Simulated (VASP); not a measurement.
Runs of VASP 6.6.1 on Pb. The structure is that of space group Im-3m (No. 229), or close to it. The cells are those of the table. This isn't the form of Pb at room conditions, which is fcc.

```tsv
task	cell	k mesh	cutoff (eV)	gap on the mesh (eV)	pressure (GPa)
single point	a = 3.609 Å, angles 109.5°, 1 atom	12 × 12 × 12	520	none	-1.0
relaxation of cell and atoms	relaxed from a = 3.403 Å, angles 109.5°, 1 atom	11 × 11 × 11	600	none	0.0
single point	a = 3.514 Å, angles 109.5°, 1 atom	12 × 12 × 12	520	none	(a)
single point	a = 3.413 Å, angles 109.5°, 1 atom	12 × 12 × 12	520	none	5.6
single point	a = 3.699 Å, angles 109.5°, 1 atom	12 × 12 × 12	520	none	-2.6
single point	a = 3.562 Å, angles 109.5°, 1 atom	11 × 11 × 11	520	none	0.0
single point	a = 3.562 Å, angles 109.5°, 1 atom	12 × 12 × 12	520	none	0.2
single point	a = 3.654 Å, angles 109.5°, 1 atom	12 × 12 × 12	520	none	(b)
```

Alike in all rows: level BLYP; potentials or basis VASP PAW PBE potentials, release 64 (Pb_d); no spin polarisation; smearing fermi-dirac 0.1 eV.

Problem. Fill in the values left out.

Solution. (a) 1.6; (b) -1.9.

Caveats: the PAW data sets were made with another functional, which shifts forces and pressure a little; spin-orbit coupling is left out, which moves the levels of the heavy elements; the cell stands under pressure (at least some runs).

A k mesh can miss the band edges, and the runs leave out spin-orbit coupling on Pb.

A gap of «none» marks levels without a gap at the run's occupations.
